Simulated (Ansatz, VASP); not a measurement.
**Two plane-wave programs on Ca**

File INCAR:

```
PREC = Accurate
ENCUT = 520
EDIFF = 1E-6
ISMEAR = 0
SIGMA = 0.15
LREAL = F
LASPH = T
NELM = 60
ALGO = Normal
ISIF = 2
LWAVE = F
LCHARG = F
GGA = PE
NBANDS = 11
```

Contents of KPOINTS:

```
Automatic mesh
0
Gamma
  14 14 14
```

POSCAR

```
Ca
1.0
    0.0000000000      2.7942000000      2.8780260000
    2.7942000000      0.0000000000      2.8780260000
    2.7942000000      2.7942000000      0.0000000000
Ca
1
Direct
    0.0000000000      0.0000000000      0.0000000000
```

Input for Ansatz:

```yaml
crystal:
  lattice:
    - [0.0, 2.7942, 2.878026]
    - [2.7942, 0.0, 2.878026]
    - [2.7942, 2.7942, 0.0]
  atoms:
    - { symbol: Ca, position: [0.0, 0.0, 0.0] }
basis:
  ecutwfc: 420
kpoints:
  mp_grid: { grid: [14, 14, 14] }
hamiltonian:
  xc: pbe
scf:
  occupations: { method: gaussian, width: 0.15 }
output:
  forces: true
  stress: true
  eigenvalues: true
```

Change from the starting cell: strain +0.000 along x and y, +0.030 along z, atoms carried along.

Alike in both runs: task single point; functional PBE; k mesh 14 × 14 × 14; occupations gaussian, width 0.15 eV; no spin polarisation.

|  | VASP | Ansatz |
| --- | --- | --- |
| version | VASP 6.6.1 | Ansatz 0.2.0 |
| potentials or method | VASP PAW PBE potentials, release 64 (Ca_sv), cutoff 520 eV | scalar-relativistic, plane waves, PAW |
| valence electrons in the cell | 10 | 10 |

```csv
,VASP,Ansatz,Ansatz less VASP
gap on the k mesh at the Fermi level (eV),none,none,-
pressure (GPa),-1.0,-1.0,0.00
"traceless stress, the component that is largest in VASP (GPa)",-0.17,-0.17,0.000
```

A gap of «none» marks a metal or a gap that the smearing closes.
